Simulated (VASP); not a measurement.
# AlNi (P4/mmm) in VASP: further runs

AlNi is run at these levels: PBE; tasks: single point.

Everything below comes from runs of VASP 6.6.1. Logs are shortened: lines on timing, memory, paths and dates and some standing lists are left out, and cuts for length are marked.

## Step 1: The cell of the first run

Symmetry: P4/mmm, No. 123, tetragonal system. Conventional cell: a = 2.965 Å, b = 2.965 Å, c = 2.748 Å, α = 90.00°, β = 90.00°, γ = 90.00°. Within 3.3 Å of Al (site symmetry 4/mmm) lie 8 Ni at 2.51 Å and 6 Al at 2.75 to 2.97 Å. Ni (site symmetry 4/mmm) has 8 Al at 2.51 Å and 6 Ni at 2.75 to 2.97 Å within 3.3 Å.

## Step 2: Single point, PBE (strain +0.025 along x and y, -0.050 along z)

The input, INCAR:

```
PREC     = Accurate       # precision mode
ENCUT    = 520            # plane-wave cutoff, eV
EDIFF    = 1E-7           # SCF threshold, eV
ISMEAR   = 0              # smearing method
SIGMA    = 0.15           # smearing width, eV
LREAL    = False          # projectors in reciprocal space
LASPH    = True           # aspherical terms in the spheres
NELM     = 80             # most SCF steps
ALGO     = Fast           # electronic algorithm
ISIF     = 2              # what is computed and relaxed
LWAVE    = False          # write WAVECAR
LCHARG   = False          # write CHGCAR
GGA      = PE             # functional
NBANDS   = 14             # bands
```

The input, KPOINTS:

```
regular mesh
0
Gamma
  20 20 20
```

The input, POSCAR:

```
AlNi
1.0
    2.9654106162      0.0000000000      0.0000000000
    0.0000000000      2.9654106162      0.0000000000
    0.0000000000      0.0000000000      2.7484293516
Al Ni
1 1
Direct
    0.0000000000      0.0000000000      0.0000000000
    0.5000000000      0.5000000000      0.5000000000
```

Potentials or basis: VASP PAW PBE potentials, release 64 (Al, Ni).

The run is started by

```sh
cat potpaw_PBE.64/Al/POTCAR potpaw_PBE.64/Ni/POTCAR > POTCAR
mpirun -np 1 vasp_std > vasp.out
```

OUTCAR:

```text
PREC = Accurate
   ENCUT = 520
   EDIFF = 1E-7
   ISMEAR = 0
   LREAL = False
   LASPH = True
   NELM = 80
   ISIF = 2
   GGA = PE

 ion  position               nearest neighbor table
   1  0.000  0.000  0.000-   2 2.51   2 2.51   2 2.51   2 2.51   2 2.51   2 2.51   2 2.51   2 2.51

   2  0.500  0.500  0.500-   1 2.51   1 2.51   1 2.51   1 2.51   1 2.51   1 2.51   1 2.51   1 2.51

  LATTYP: Found a simple tetragonal cell.
 ALAT       =     2.9654106162
 C/A-ratio  =     0.9268292683

  Lattice vectors:

 A1 = (   2.9654106162,   0.0000000000,   0.0000000000)
 A2 = (   0.0000000000,   2.9654106162,   0.0000000000)
 A3 = (   0.0000000000,   0.0000000000,   2.7484293516)

Analysis of symmetry for initial positions (statically):
=====================================================================
 Subroutine PRICEL returns:
 Original cell was already a primitive cell.

 Routine SETGRP: Setting up the symmetry group for a
 simple tetragonal supercell.

 Subroutine GETGRP returns: Found 16 space group operations
 (whereof 16 operations were pure point group operations)
 out of a pool of 16 trial point group operations.

The static configuration has the point symmetry D_4h.

Analysis of symmetry for dynamics (positions and initial velocities):
=====================================================================
 Subroutine PRICEL returns:
 Original cell was already a primitive cell.

 Routine SETGRP: Setting up the symmetry group for a
 simple tetragonal supercell.

 Subroutine GETGRP returns: Found 16 space group operations
 (whereof 16 operations were pure point group operations)
 out of a pool of 16 trial point group operations.

The dynamic configuration has the point symmetry D_4h.

 Subroutine INISYM returns: Found 16 space group operations
 (whereof 16 operations are pure point group operations),
 and found     1 'primitive' translations

----------------------------------------------------------------------------------------

                                     Primitive cell

  volume of cell :      24.1688

  direct lattice vectors                    reciprocal lattice vectors
     2.965410616  0.000000000  0.000000000     0.337221427  0.000000000  0.000000000
     0.000000000  2.965410616  0.000000000     0.000000000  0.337221427  0.000000000
     0.000000000  0.000000000  2.748429352     0.000000000  0.000000000  0.363844171

  length of vectors
     2.965410616  2.965410616  2.748429352     0.337221427  0.337221427  0.363844171

  position of ions in fractional coordinates (direct lattice)
     0.000000000  0.000000000  0.000000000
     0.500000000  0.500000000  0.500000000

  ion indices of the primitive-cell ions
   primitive index   ion index
                 1           1
                 2           2

----------------------------------------------------------------------------------------

 KPOINTS: regular mesh

Automatic generation of k-mesh.
 Grid dimensions read from file:
 generate k-points for:   20   20   20

 Generating k-lattice:

  Cartesian coordinates                     Fractional coordinates (reciprocal lattice)
     0.016861071  0.000000000  0.000000000     0.050000000  0.000000000  0.000000000
     0.000000000  0.016861071  0.000000000     0.000000000  0.050000000  0.000000000
     0.000000000  0.000000000  0.018192209     0.000000000  0.000000000  0.050000000

  Length of vectors
     0.016861071  0.016861071  0.018192209

  Shift w.r.t. Gamma in fractional coordinates (k-lattice)
     0.000000000  0.000000000  0.000000000

 Subroutine IBZKPT returns following result:
 ===========================================

 Found    726 irreducible k-points:

 Following reciprocal coordinates:
            Coordinates               Weight
  0.000000  0.000000  0.000000      1.000000
  0.050000  0.000000  0.000000      4.000000
  0.100000  0.000000  0.000000      4.000000
  0.150000  0.000000  0.000000      4.000000
  0.200000  0.000000  0.000000      4.000000
  0.250000  0.000000  0.000000      4.000000
[... 16 lines left out ...]
  0.150000  0.100000  0.000000      8.000000
  0.200000  0.100000  0.000000      8.000000
 [... further k-points ...]
   k-points           NKPTS =    726   k-points in BZ     NKDIM =    726   number of bands    NBANDS=     14
   number of dos      NEDOS =    301   number of ions     NIONS =      2
   total plane-waves  NPLWV =  11520
   dimension x,y,z NGX =    24 NGY =   24 NGZ =   20
   dimension x,y,z NGXF=    48 NGYF=   48 NGZF=   40
   ions per type =               1   1
   NGX,Y,Z   is equivalent  to a cutoff of  13.45, 13.45, 12.10 a.u.
   NGXF,Y,Z  is equivalent  to a cutoff of  26.91, 26.91, 24.20 a.u.
 SYSTEM =  unknown system
   PREC   = accura    normal or accurate (medium, high low for compatibility)
   ISTART =      0    job   : 0-new  1-cont  2-samecut
   ICHARG =      2    charge: 1-file 2-atom 10-const
   ISPIN  =      1    spin polarized calculation?
   LNONCOLLINEAR =      F non collinear calculations
   LSORBIT =      F    spin-orbit coupling
   LASPH  =      T    aspherical Exc in radial PAW
   ENCUT  =  520.0 eV  38.22 Ry    6.18 a.u.   5.51  5.51  5.11*2*pi/ulx,y,z
   NELM   =     80;   NELMIN=  2; NELMDL= -5     # of ELM steps
   EDIFF  = 0.1E-06   stopping-criterion for ELM
   LREAL  =      F    real-space projection
   EDIFFG = 0.1E-05   stopping-criterion for IOM
   NSW    =      0    number of steps for IOM
   IBRION =     -1    ionic relax: 0-MD 1-quasi-New 2-CG
   NFREE  =      0    steps in history (QN), initial steepest desc. (CG)
   ISIF   =      2    stress and relaxation
   ISYM   =      2    0-nonsym 1-usesym 2-fastsym
   POTIM  = 0.5000    time-step for ionic-motion
   TEBEG  =    0.0;   TEEND  =   0.0 temperature during run
   PSTRESS=    0.0 pullay stress
   NELECT =      13.0000    total number of electrons
   NUPDOWN=      -1.0000    fix difference up-down
   EMIN   =  10.00;   EMAX   =-10.00  energy-range for DOS
   EFERMI =   0.00;   METHOD = LEGACY
   ISMEAR =     0;   SIGMA  =   0.15  broadening in eV -4-tet -1-fermi 0-gaus
   EFERMI_NEDOS =   21; number of points for ismear=-14 and -15
   IALGO  =     68    algorithm
   IMIX   =      4    mixing-type and parameters
     AMIX     =   0.40;   BMIX     =  1.00
     AMIX_MAG =   1.60;   BMIX_MAG =  1.00
  volume/ion in A,a.u.               =      12.08        81.55
  Fermi-wavevector in a.u.,A,eV,Ry     =   1.331388  2.515958 24.117594  1.772593
  Thomas-Fermi vector in A             =   2.460403
   LORBIT       =      0    0 simple, 1 ext, 2 COOP (PROOUT), +10 PAW based schemes
   GGA     = PE    functional components
   LHFCALC =     F    Hartree Fock is set to
   AEXX    =    0.0000 exact exchange contribution
   IVDW    =     0    specifies the selected vdW correction
   LEPSILON=     F    determine dielectric tensor
   LRPA    =     F    only Hartree local field effects (RPA)
 non-spin polarized calculation
 RMM-DIIS sequential band-by-band and
 Gauss-broadening in eV      SIGMA  =   0.15
  energy-cutoff  :      520.00
  volume of cell :       24.17
 maximum number of plane-waves:       674
 NGX is ok and might be reduce to    24
   NGX = 11   NGY = 11   NGZ = 11

 number of electron      13.0000005 magnetization

 Free energy of the ion-electron system (eV)
  ---------------------------------------------------
  ext. energy  EPLUGINS =         0.00000000
  ---------------------------------------------------
  free energy    TOTEN  =       -10.51821762 eV

  energy without entropy =      -10.50796399  energy(sigma->0) =      -10.51309081

 E-fermi :   9.8849     XC(G=0): -11.9969

 val. band max:        9.8780557986   @ k =   0.3000   0.0500   0.1000
 cond. band min:       9.8880665728   @ k =   0.5000   0.3000   0.4500
 fundamental gap:      0.0100107742
 Fermi energy:         9.8849242473

 k-point     1 :       0.0000    0.0000    0.0000
  band No.  band energies     occupation
      1      -1.1791      2.00000
      2       6.6764      2.00000
      3       6.7122      2.00000
      4       8.2305      2.00000
      5       8.4463      2.00000
      6       8.4463      2.00000
      7      14.4613      0.00000
      8      14.4613      0.00000
      9      17.2392      0.00000
     10      17.6553      0.00000
     11      17.9941      0.00000
     12      23.7426      0.00000
     13      29.5428      0.00000
     14      31.3718      0.00000

 k-point     2 :       0.0500    0.0000    0.0000
  band No.  band energies     occupation
      1      -1.1357      2.00000
      2       6.6727      2.00000
      3       6.7178      2.00000
      4       8.2096      2.00000
      5       8.4327      2.00000
      6       8.4479      2.00000
      7      14.0089      0.00000
      8      14.5222      0.00000
      9      17.2925      0.00000
     10      17.8137      0.00000
     11      18.2991      0.00000
     12      23.8423      0.00000
     13      28.9016      0.00000
     14      30.9121      0.00000

 k-point     3 :       0.1000    0.0000    0.0000
  band No.  band energies     occupation
      1      -1.0055      2.00000
      2       6.6478      2.00000
      3       6.7415      2.00000
      4       8.1506      2.00000
      5       8.3938      2.00000
      6       8.4526      2.00000
      7      13.0687      0.00000
      8      14.7019      0.00000
      9      17.4506      0.00000
     10      17.8614      0.00000
     11      19.2094      0.00000
     12      24.1607      0.00000
     13      27.7486      0.00000
     14      29.8979      0.00000
[... 324 lines left out ...]
 k-point    23 :       0.1500    0.1000    0.0000
  band No.  band energies     occupation
      1      -0.6181      2.00000
      2       6.6222      2.00000
      3       6.7640      2.00000
      4       7.9620      2.00000
      5       8.3398      2.00000
      6       8.4108      2.00000
      7      12.2061      0.00000
      8      13.5630      0.00000
      9      17.9161      0.00000
     10      19.1281      0.00000
     11      20.5161      0.00000
     12      24.7990      0.00000
     13      25.2182      0.00000
     14      28.8591      0.00000

 k-point    24 :       0.2000    0.1000    0.0000
  band No.  band energies     occupation
      1      -0.3197      2.00000
      2       6.4925      2.00000
      3       6.8194      2.00000
      4       7.8506      2.00000
      5       8.2686      2.00000
      6       8.4201      2.00000
      7      11.2506      0.00000
      8      13.8793      0.00000
      9      18.2650      0.00000
     10      19.1565      0.00000
     11      21.4439      0.00000
     12      23.8098      0.00000
     13      25.9725      0.00000
     14      27.7411      0.00000

 [... further k-points ...]

------------------------ aborting loop because EDIFF is reached ----------------------------------------

  FORCE on cell =-STRESS in cart. coord.  units (eV):
  Direction    XX          YY          ZZ          XY          YZ          ZX
  --------------------------------------------------------------------------------------
  -------------------------------------------------------------------------------------
  Total       -0.2488347     -0.2488347      0.8259593      0.0000000     -0.0000000     -0.0000000
  in kB      -16.4955648    -16.4955648     54.7538891      0.0000000     -0.0000000     -0.0000000
  external PRESSURE =       7.2542532 kB  Pullay stress =       0.0000000 kB

 VOLUME and BASIS-vectors are now :
 -----------------------------------------------------------------------------
  energy-cutoff  :      520.00
  volume of cell :       24.17
      direct lattice vectors                 reciprocal lattice vectors
     2.965410616  0.000000000  0.000000000     0.337221427  0.000000000  0.000000000
     0.000000000  2.965410616  0.000000000     0.000000000  0.337221427  0.000000000
     0.000000000  0.000000000  2.748429352     0.000000000  0.000000000  0.363844171

 POSITION                                       TOTAL-FORCE (eV/Angst)
 -----------------------------------------------------------------------------------
      0.00000      0.00000      0.00000         0.000000      0.000000      0.000000
      1.48271      1.48271      1.37421         0.000000      0.000000      0.000000
 -----------------------------------------------------------------------------------
    total drift:                                0.000000     -0.000000     -0.000000

  FREE ENERGIE OF THE ION-ELECTRON SYSTEM (eV)
  ---------------------------------------------------
  free  energy   TOTEN  =       -10.5182176216 eV

  energy  without entropy=      -10.5079639903  energy(sigma->0) =      -10.51309081
```

Wall time 2.6 min (1 thread of Intel Xeon Platinum 8259CL at 2.50GHz (Skylake/Cascade Lake), shared host); peak memory 0.35 GiB.

Results:

| Item | Value |
| --- | --- |
| Free energy | -10.5182 eV |
| Pressure | 0.7 GPa |
| Band gap on the k mesh | zero (an odd number of electrons rules out a gap without spin polarisation) |

Caveat: the cell differs from its parent crystal (strain +0.025 along x and y, -0.050 along z); the stress differs along the axes, from -2 to 5 GPa.

## Step 3: Single point, PBE (strain +0.000 along x and y, +0.025 along z)

The input, INCAR:

```
  ALGO = Fast
  EDIFF = 1E-6
  ENCUT = 520
  GGA = PE
  ISIF = 2
  ISMEAR = 0
  LASPH = T
  LCHARG = F
  LREAL = F
  LWAVE = F
  NBANDS = 14
  NELM = 100
  PREC = Accurate
  SIGMA = 0.15
```

The input, KPOINTS:

```
k-points
0
Gamma
  20 20 20
```

The input, POSCAR:

```
AlNi
1.0
    2.8930835280      0.0000000000      0.0000000000
    0.0000000000      2.8930835280      0.0000000000
    0.0000000000      0.0000000000      2.9654106162
Al Ni
1 1
Direct
    0.0000000000      0.0000000000      0.0000000000
    0.5000000000      0.5000000000      0.5000000000
```

Potentials or basis: VASP PAW PBE potentials, release 64 (Al, Ni).

The run is started by

```sh
cat potpaw_PBE.64/Al/POTCAR potpaw_PBE.64/Ni/POTCAR > POTCAR
mpirun -np 1 vasp_std > vasp.out
```

OUTCAR:

```text
EDIFF = 1E-6
   ENCUT = 520
   GGA = PE
   ISIF = 2
   ISMEAR = 0
   LASPH = T
   LREAL = F
   NELM = 100
   PREC = Accurate

 ion  position               nearest neighbor table
   1  0.000  0.000  0.000-   2 2.53   2 2.53   2 2.53   2 2.53   2 2.53   2 2.53   2 2.53   2 2.53

   2  0.500  0.500  0.500-   1 2.53   1 2.53   1 2.53   1 2.53   1 2.53   1 2.53   1 2.53   1 2.53

  LATTYP: Found a simple tetragonal cell.
 ALAT       =     2.8930835280
 C/A-ratio  =     1.0250000000

[... 598 lines left out ...]

------------------------ aborting loop because EDIFF is reached ----------------------------------------

  FORCE on cell =-STRESS in cart. coord.  units (eV):
  Direction    XX          YY          ZZ          XY          YZ          ZX
  --------------------------------------------------------------------------------------
  -------------------------------------------------------------------------------------
  Total       -0.5233965     -0.5233965     -0.7534467      0.0000000      0.0000000      0.0000000
  in kB      -33.7858292    -33.7858292    -48.6358308      0.0000000      0.0000000      0.0000000
  external PRESSURE =     -38.7358297 kB  Pullay stress =       0.0000000 kB

 VOLUME and BASIS-vectors are now :
 -----------------------------------------------------------------------------
  energy-cutoff  :      520.00
  volume of cell :       24.82
      direct lattice vectors                 reciprocal lattice vectors
     2.893083528  0.000000000  0.000000000     0.345651963  0.000000000  0.000000000
     0.000000000  2.893083528  0.000000000     0.000000000  0.345651963  0.000000000
     0.000000000  0.000000000  2.965410616     0.000000000  0.000000000  0.337221427

 POSITION                                       TOTAL-FORCE (eV/Angst)
 -----------------------------------------------------------------------------------
      0.00000      0.00000      0.00000         0.000000      0.000000      0.000000
      1.44654      1.44654      1.48271         0.000000      0.000000      0.000000
 -----------------------------------------------------------------------------------
    total drift:                                0.000000      0.000000     -0.000000

  FREE ENERGIE OF THE ION-ELECTRON SYSTEM (eV)
  ---------------------------------------------------
  free  energy   TOTEN  =       -10.5340137291 eV

  energy  without entropy=      -10.5236919959  energy(sigma->0) =      -10.52885286
```

OSZICAR:

```text
N       E                     dE             d eps       ncg     rms          rms(c)
DAV:   1     0.405042371261E+02    0.40504E+02   -0.53866E+03 20656   0.960E+02
DAV:   2    -0.101987580944E+02   -0.50703E+02   -0.45824E+02 21732   0.178E+02
DAV:   3    -0.119061178316E+02   -0.17074E+01   -0.16906E+01 26030   0.364E+01
DAV:   4    -0.119289450355E+02   -0.22827E-01   -0.22821E-01 23976   0.382E+00
DAV:   5    -0.119296359126E+02   -0.69088E-03   -0.69086E-03 26370   0.726E-01    0.117E+01
RMM:   6    -0.140073824718E+02   -0.20777E+01   -0.14415E+01 24592   0.472E+01    0.171E+01
RMM:   7    -0.105499103982E+02    0.34575E+01   -0.40812E+00 22683   0.246E+01    0.104E+00
RMM:   8    -0.105430754671E+02    0.68349E-02   -0.90063E-02 21587   0.289E+00    0.665E-01
RMM:   9    -0.105374472101E+02    0.56283E-02   -0.26209E-02 22955   0.970E-01    0.519E-01
RMM:  10    -0.105339723476E+02    0.34749E-02   -0.63740E-03 24914   0.995E-01    0.104E-01
RMM:  11    -0.105342065396E+02   -0.23419E-03   -0.65582E-04 27333   0.304E-01    0.137E-01
RMM:  12    -0.105340028224E+02    0.20372E-03   -0.35761E-04 26767   0.210E-01    0.150E-02
RMM:  13    -0.105340116467E+02   -0.88243E-05   -0.83607E-05 27941   0.607E-02    0.127E-02
RMM:  14    -0.105340142161E+02   -0.25694E-05   -0.17051E-05 28073   0.278E-02    0.181E-02
RMM:  15    -0.105340137291E+02    0.48698E-06   -0.26118E-06 22203   0.176E-02
   1 F= -.10534014E+02 E0= -.10528853E+02  d E =-.103217E-01
```

It took 2.7 min on 1 thread of Intel Xeon Platinum 8259CL at 2.50GHz (Skylake/Cascade Lake), shared host; peak memory 0.36 GiB.

What came out:

| Item | Value |
| --- | --- |
| Free energy | -10.5340 eV |
| Pressure | -3.9 GPa |
| Band gap on the k mesh | zero (an odd number of electrons rules out a gap without spin polarisation) |

Levels at points of the mesh, in eV from the Fermi level:
```csv
k point,band 4,band 5,band 6,band 7,band 8,band 9,band 10,band 11
"(0.00, 0.00, 0.00)",-1.48,-1.48,-1.42,4.78,5.63,5.63,7.88,8.11
"(0.50, 0.00, 0.00)",-2.22,-2.09,-1.39,-0.56,8.22,9.34,10.14,10.15
"(0.50, 0.50, 0.00)",-2.67,-2.03,-2.03,-0.93,1.57,2.43,11.49,14.51
"(0.00, 0.00, 0.50)",-2.09,-2.09,-1.35,-0.74,8.24,10.05,10.05,10.60
"(0.50, 0.00, 0.50)",-2.77,-1.94,-1.92,-0.99,1.35,2.23,12.07,14.90
"(0.50, 0.50, 0.50)",-0.97,-0.91,2.01,2.06,2.06,3.37,4.20,4.20
```

Caveat: the cell differs from its parent crystal (strain +0.000 along x and y, +0.025 along z); the cell stands under tension. Spin polarisation is off, so any magnetic state and its effect on volume and gap are missing.

[end of part 1 of 2]
